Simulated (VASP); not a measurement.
# AgCl in VASP: further runs, part 2 of 2

VASP 6.6.1. The steps go on from the part before.

## 4. Single point, LDA

File INCAR:

```
PREC     = Accurate       # precision mode
ENCUT    = 500            # plane-wave cutoff, eV
EDIFF    = 1E-6           # SCF threshold, eV
ISMEAR   = -4             # smearing method
SIGMA    = 0.1            # smearing width, eV
LREAL    = False          # projectors in reciprocal space
LASPH    = True           # aspherical terms in the spheres
NELM     = 120            # most SCF steps
ALGO     = Normal         # electronic algorithm
ISIF     = 2              # what is computed and relaxed
LWAVE    = False          # write WAVECAR
LCHARG   = False          # write CHGCAR
GGA      = CA             # functional
NBANDS   = 16             # bands
GGA_COMPAT= False
```

File KPOINTS:

```
regular mesh
0
Gamma
  2 2 2
```

File POSCAR:

```
AgCl
1.0
    3.4339730000      0.0000000000      0.0000000000
    0.0000000000      3.4339730000      0.0000000000
    0.0000000000      0.0000000000      3.4339730000
Ag Cl
1 1
Direct
    0.0000000000      0.0000000000      0.0000000000
    0.5000000000      0.5000000000      0.5000000000
```

Potentials or basis: VASP PAW LDA potentials, release 64 (Ag, Cl).

Started as:

```console
cat potpaw_LDA.64/Ag/POTCAR potpaw_LDA.64/Cl/POTCAR > POTCAR
mpirun -np 1 vasp_std > vasp.out
```

It took 4.9 s on 1 thread of AMD EPYC 7R13, shared host; peak memory 0.14 GiB.

Results (log left out):

* Free energy: -5.3517 eV
* Pressure: -0.2 GPa
* Band gap on the k mesh: zero (filled and empty bands touch)

Levels at points of the mesh, in eV from the Fermi level:
| k point | band 6 | band 7 | band 8 | band 9 | band 10 | band 11 | band 12 | band 13 |
| --- | --- | --- | --- | --- | --- | --- | --- | --- |
| (0.00, 0.00, 0.00) | -2.33 | -1.40 | -1.40 | -1.40 | 0.00 | 9.08 | 9.08 | 13.04 |
| (0.50, 0.00, 0.00) | -2.28 | -1.90 | 0.00 | 0.00 | 4.35 | 5.14 | 9.08 | 9.52 |
| (0.50, 0.50, 0.00) | -2.62 | -2.62 | -2.04 | -0.70 | 2.14 | 8.44 | 8.44 | 10.29 |
| (0.50, 0.50, 0.50) | -2.02 | -0.37 | -0.37 | -0.37 | 4.18 | 4.18 | 4.18 | 5.98 |

Caveat: the k points lie up to 0.91 Å⁻¹ apart, too coarse for converged energies, forces and pressures; semilocal functionals underestimate gaps, and a narrow one can read as zero; tetrahedron occupations give inexact forces and stress in metals.

## 5. Single point, PBE

File INCAR:

```
SYSTEM = AgCl
ALGO = Normal
EDIFF = 1E-6
ENCUT = 500
GGA = PE
GGA_COMPAT = .False.
ISIF = 2
ISMEAR = 1
LASPH = .True.
LCHARG = .False.
LREAL = .False.
LWAVE = .False.
NBANDS = 16
NELM = 120
PREC = Accurate
SIGMA = 0.003
```

File KPOINTS:

```
k-points
0
Gamma
  2 2 2
  0 0 0
```

POSCAR is that of step 4.

Potentials or basis: VASP PAW PBE potentials, release 64 (Ag, Cl).

Started as:

```console
cat potpaw_PBE.64/Ag/POTCAR potpaw_PBE.64/Cl/POTCAR > POTCAR
mpirun -np 1 vasp_std > vasp.out
```

Run time: 6.9 s. Hardware: 1 thread of AMD EPYC 7R13, shared host; peak memory 0.15 GiB.

The run converged. Its results:

```yaml
Free_energy: -4.1635 eV
Pressure: 6.9 GPa
Band_gap_on_the_k_mesh: 0.33 eV (least direct gap 1.71 eV)
```

Levels at points of the mesh, in eV from the valence-band top:
```
           k point  band 6  band 7  band 8  band 9  band 10  band 11  band 12  band 13
(0.00, 0.00, 0.00)   -2.20   -1.38   -1.38   -1.38     0.33     9.30     9.30    13.41
(0.50, 0.00, 0.00)   -2.15   -1.80    0.00    0.00     4.70     5.37     9.32     9.80
(0.50, 0.50, 0.00)   -2.48   -2.48   -1.92   -0.71     2.46     8.76     8.76    10.52
(0.50, 0.50, 0.50)   -1.91   -0.33   -0.33   -0.33     4.53     4.53     4.53     6.35
```

Caveat: the k points lie up to 0.91 Å⁻¹ apart, too coarse for converged energies, forces and pressures; semilocal functionals underestimate gaps, and a narrow one can read as zero. A k mesh can miss the band edges.

## 6. Single point, PBE

File INCAR:

```
ALGO     = Normal         # electronic algorithm
EDIFF    = 1E-6           # SCF threshold, eV
ENCUT    = 500            # plane-wave cutoff, eV
GGA      = PE             # functional
GGA_COMPAT= False        
ISIF     = 2              # what is computed and relaxed
ISMEAR   = 0              # smearing method
LASPH    = True           # aspherical terms in the spheres
LCHARG   = False          # write CHGCAR
LREAL    = False          # projectors in reciprocal space
LWAVE    = False          # write WAVECAR
NBANDS   = 16             # bands
NELM     = 120            # most SCF steps
PREC     = Accurate       # precision mode
SIGMA    = 0.1            # smearing width, eV
```

File KPOINTS:

```
k-points
0
Gamma
  2 2 2
```

POSCAR is that of step 5.

Potentials or basis: VASP PAW PBE potentials, release 64 (Ag, Cl).

Started as:

```console
cat potpaw_PBE.64/Ag/POTCAR potpaw_PBE.64/Cl/POTCAR > POTCAR
mpirun -np 1 vasp_std > vasp.out
```

Wall time 7.1 s (1 thread of AMD EPYC 7R13, shared host); peak memory 0.15 GiB.

It converged, with:

* Free energy: -4.1638 eV
* Pressure: 6.9 GPa
* Band gap on the k mesh: 0.33 eV (least direct gap 1.71 eV)

Levels at points of the mesh, in eV from the valence-band top:
```tsv
k point	band 5	band 6	band 7	band 8	band 9	band 10	band 11	band 12	band 13	band 14
(0.00, 0.00, 0.00)	-2.20	-2.20	-1.38	-1.38	-1.38	0.33	9.30	9.30	13.42	13.42
(0.50, 0.00, 0.00)	-3.00	-2.15	-1.79	0.00	0.00	4.71	5.37	9.32	9.80	9.80
(0.50, 0.50, 0.00)	-2.48	-2.48	-2.48	-1.92	-0.71	2.47	8.76	8.76	10.52	13.62
(0.50, 0.50, 0.50)	-1.90	-1.90	-0.33	-0.33	-0.33	4.53	4.53	4.53	6.35	17.39
```

Caveat: the k points lie up to 0.91 Å⁻¹ apart, too coarse for converged energies, forces and pressures; semilocal functionals underestimate gaps, and a narrow one can read as zero.

## 7. Summary

| level | potentials or basis | cell | k mesh | smearing | gap on the mesh (eV) | pressure (GPa) |
| --- | --- | --- | --- | --- | --- | --- |
| PBE | VASP PAW PBE potentials, release 64 (Ag, Cl) | as given, atomic positions A | 1 × 1 × 1 | gaussian 0.1 eV | - | 3.2 |
| LDA | VASP PAW LDA potentials, release 64 (Ag, Cl) | as given, atomic positions B | 2 × 2 × 2 | tetrahedron | none | -0.2 |
| PBE | VASP PAW PBE potentials, release 64 (Ag, Cl) | as given, atomic positions B | 2 × 2 × 2 | methfessel-paxton 0.003 eV | 0.33 | 6.9 |
| PBE | VASP PAW PBE potentials, release 64 (Ag, Cl) | as given, atomic positions B | 2 × 2 × 2 | gaussian 0.1 eV | 0.33 | 6.9 |

Alike in all rows: task single point; no spin polarisation; cutoff (eV) 500.

Caveats: all runs use coarse meshes; semilocal functionals underestimate gaps, and a narrow one can read as zero (at least some runs); tetrahedron occupations give inexact forces and stress in metals (at least some runs).

Total energies depend on the potentials used, so only differences within one code and one set of settings carry meaning.
